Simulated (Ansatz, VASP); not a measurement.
## Ru2S in VASP and in Ansatz

```
Ru S
1.0
     0.00000    2.84365    2.84365
     2.84365    0.00000    2.84365
     2.84365    2.84365    0.00000
Ru S
2 1
Direct
  0.25000 0.25000 0.25000
  0.75000 0.75000 0.75000
  0.00000 0.00000 0.00000
```

Alike in both runs: task single point; functional PBE; k mesh 6 × 6 × 6; occupations gaussian, width 0.1 eV; collinear spin.

|  | VASP | Ansatz |
| --- | --- | --- |
| version | VASP 6.6.1 | Ansatz 0.2.0 |
| potentials or method | VASP PAW PBE potentials, release 64 (Ru_pv, S), cutoff 520 eV | scalar-relativistic, plane waves, PAW |
| valence electrons in the cell | 34 | 38 |

|  | VASP | Ansatz | Ansatz less VASP |
| --- | --- | --- | --- |
| gap on the k mesh at the Fermi level (eV) | none | none | - |
| pressure (GPa) | -16.3 | -16.3 | -0.01 |
| net moment per atom (μB) | 0.00 | 0.00 | 0.000 |

A gap of «none» marks a metal or a gap that the smearing closes. VASP's potentials hold 34 valence electrons a cell and Ansatz's 38, so a difference there can come from the potentials and not from the codes. Ansatz's warnings: seeded moment not kept.
